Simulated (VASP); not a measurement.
Pt, 3 atoms in the cell. The structure is cubic, space group Fm-3m (No. 225). Conventional cell: a = 5.509 Å, b = 5.509 Å, c = 5.509 Å, α = 90.00°, β = 90.00°, γ = 90.00°. Within 3.2 Å of Pt (site symmetry -43m) lie 10 Pt at 2.39 to 2.75 Å. Pt (site symmetry m-3m) has 8 Pt at 2.39 Å within 3.2 Å. 

- Program: VASP 6.6.1
- Task: single point
- Functional: PBE
- Potentials or basis: VASP PAW PBE potentials, release 64 (Pt)
- Cutoff: 520 eV
- k mesh: 6 × 6 × 6
- Occupations: gaussian, width 0.1 eV
- Spin: no spin polarisation
- Dipole correction: no
- Further INCAR settings: ALGO = Fast; EDIFF = 1e-06; NBANDS = 22

Potentials or basis: VASP PAW PBE potentials, release 64 (Pt).

Launch:

```bash
$ cat potpaw_PBE.64/Pt/POTCAR > POTCAR
$ mpirun -np 1 vasp_std > vasp.out
```

Hardware: 1 thread of AMD EPYC 7R13 Processor (Zen 3) (shared host).

Q: How long does it take, and how much memory?

A: Run time: 15 s on 1 thread of AMD EPYC 7R13 Processor (Zen 3), with other jobs on the host, peak memory 0.13 GiB. Counts: scf iterations 15, k points 16.
